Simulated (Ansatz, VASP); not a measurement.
Two plane-wave programs on Ag

The input INCAR:

```
SYSTEM = Ag
PREC = Accurate
ENCUT = 400
EDIFF = 1E-6
ISMEAR = 1
SIGMA = 0.1
LREAL = .False.
LASPH = .True.
NELM = 120
ALGO = Normal
ISIF = 2
LWAVE = .False.
LCHARG = .False.
LDIPOL = .True.
IDIPOL = 3
DIPOL = 0.5 0.5 0.379
GGA = PS
NBANDS = 78
GGA_COMPAT = .False.
NELMDL = -8
```

KPOINTS

```
regular mesh
0
Gamma
  9 9 1
  0 0 0
```

POSCAR

```
Ag
1.0
    0.0000000286      5.4397750101      0.0000000000
   -4.7109833639     -2.7198874803      0.0000000000
    0.0000000000      0.0000000000     25.0021830560
Ag
12
Direct
    0.0000000000      0.0000000000      0.2799755519
    1.0000000000      0.5000000000      0.2799755519
    0.5000000000      1.0000000000      0.2799755519
    0.5000000000      0.5000000000      0.2799755519
    0.3330409708      0.1659622709      0.3799832770
    0.3329213001      0.6669590292      0.3799832770
    0.8333333333      0.1666666667      0.3784514927
    0.8340377291      0.6670786999      0.3799832770
    0.6675693293      0.3340380149      0.4776489748
    0.6659619851      0.8335313144      0.4776489748
    0.1664686856      0.3324306707      0.4776489748
    0.1666666667      0.8333333333      0.4825779873
```

Input for Ansatz:

```yaml
crystal:
  lattice:
    - [2.86e-08, 5.4397750101, 0.0]
    - [-4.7109833639, -2.7198874803, 0.0]
    - [0.0, 0.0, 25.002183056]
  atoms:
    - { symbol: Ag, position: [0.0, 0.0, 0.2799755519] }
    - { symbol: Ag, position: [1.0, 0.5, 0.2799755519] }
    - { symbol: Ag, position: [0.5, 1.0, 0.2799755519] }
    - { symbol: Ag, position: [0.5, 0.5, 0.2799755519] }
    - { symbol: Ag, position: [0.3330409708, 0.1659622709, 0.379983277] }
    - { symbol: Ag, position: [0.3329213001, 0.6669590292, 0.379983277] }
    - { symbol: Ag, position: [0.8333333333, 0.1666666667, 0.3784514927] }
    - { symbol: Ag, position: [0.8340377291, 0.6670786999, 0.379983277] }
    - { symbol: Ag, position: [0.6675693293, 0.3340380149, 0.4776489748] }
    - { symbol: Ag, position: [0.6659619851, 0.8335313144, 0.4776489748] }
    - { symbol: Ag, position: [0.1664686856, 0.3324306707, 0.4776489748] }
    - { symbol: Ag, position: [0.1666666667, 0.8333333333, 0.4825779873] }
basis:
  ecutwfc: 420
kpoints:
  mp_grid: { grid: [9, 9, 1] }
hamiltonian:
  xc: pbesol
  pseudopotentials: { kind: paw, azcp: { folder: soft_1 } }
scf:
  occupations: { method: methfessel_paxton, width: 0.1 }
  n_extra_bands: 14
  max_iter: 160
output:
  forces: true
  eigenvalues: true
efield:
  axis: 3
  dipole_correction: true
```

Alike in both runs: task single point; functional PBEsol; k mesh 9 × 9 × 1; occupations methfessel-paxton of order 1, width 0.1 eV; no spin polarisation.

```csv
,VASP,Ansatz
version,VASP 6.6.1,Ansatz 0.2.0
potentials or method,"VASP PAW PBE potentials, release 64 (Ag), cutoff 400 eV","scalar-relativistic, plane waves, PAW"
valence electrons in the cell,132,228
```

```tsv
	VASP	Ansatz	Ansatz less VASP
gap on the k mesh at the Fermi level (eV)	none	none	-
rms of the force components (eV/Å)	0.024	0.024	+0.0003
```

VASP's potentials were made for PBE, not for PBEsol, and Ansatz warns of the same on its side. Atom by atom the forces differ by 0.003 eV/Å (rms over components). A gap of «none» marks a metal or a gap that the smearing closes. With one functional, cell and mesh, what is left measures potentials, basis and numerics. VASP's potentials hold 132 valence electrons a cell and Ansatz's 228, so a difference there can come from the potentials and not from the codes.
